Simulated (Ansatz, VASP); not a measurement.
**TlBr in VASP and in Ansatz**

Contents of POSCAR:

```
TlBr
1.0
    3.9461933146      0.0000000000      0.0000000000
    0.0000000000      3.9461933146      0.0000000000
    0.0000000000      0.0000000000      3.9461933146
Tl Br
1 1
Direct
    0.0000000000      0.0000000000      0.0000000000
    0.5000000000      0.5000000000      0.5000000000
```

File INCAR.step1:

```
  PREC = Accurate
  ENCUT = 400
  EDIFF = 1E-5
  ISMEAR = 0
  SIGMA = 0.01
  LREAL = F
  LASPH = T
  NELM = 120
  ALGO = Normal
  ISIF = 2
  LWAVE = T
  LCHARG = F
  GGA = PE
  NBANDS = 17
  GGA_COMPAT = F
```

Contents of INCAR.step2:

```
  PREC = Accurate
  ENCUT = 400
  EDIFF = 1E-6
  ISMEAR = 0
  SIGMA = 0.01
  LREAL = F
  LASPH = T
  NELM = 120
  ALGO = Normal
  ISIF = 2
  LWAVE = F
  LCHARG = F
  GGA = PE
  LHFCALC = T
  AEXX = 1.0
  PRECFOCK = Normal
  ISTART = 1
  NBANDS = 17
  ALDAC = 1.0
  AGGAC = 1.0
  GGA_COMPAT = F
```

File KPOINTS:

```
Automatic mesh
0
Gamma
  4 4 4
```

Input for Ansatz:

```yaml
crystal:
  lattice:
    - [3.9461933146, 0.0, 0.0]
    - [0.0, 3.9461933146, 0.0]
    - [0.0, 0.0, 3.9461933146]
  atoms:
    - { symbol: Tl, position: [0.0, 0.0, 0.0] }
    - { symbol: Br, position: [0.5, 0.5, 0.5] }
kpoints:
  mp_grid: { grid: [4, 4, 4] }
hamiltonian:
  xc: { exchange: pbe, correlation: pbe, exx: { coeff: 1.0 } }
scf:
  occupations: { method: fixed }
  n_extra_bands: 4
output:
  forces: true
  stress: true
  eigenvalues: true
```

Alike in both runs: task single point; functional PBE-based global hybrid with a share of 1.0 of exact exchange; k mesh 4 × 4 × 4; no spin polarisation.

|  | VASP | Ansatz |
| --- | --- | --- |
| version | VASP 6.6.1 | Ansatz 0.2.0 |
| potentials or method | VASP PAW PBE potentials, release 64 (Tl_d, Br) | plane waves |
| plane-wave cutoff (eV) | 400 | 420 |
| occupations | gaussian, width 0.01 eV | fixed |
| valence electrons in the cell | 20 | 20 |

|  | VASP | Ansatz | Ansatz less VASP |
| --- | --- | --- | --- |
| gap on the k mesh at the Fermi level (eV) | 7.47 | 7.38 | -0.090 |
| pressure (GPa) | -0.2 | 0.4 | +0.57 |

VASP's potentials were made for PBE, not for PBE-based global hybrid. Ansatz's warnings: stress exchange threshold loose, stress scf threshold loose.

Spin-orbit coupling is off throughout.
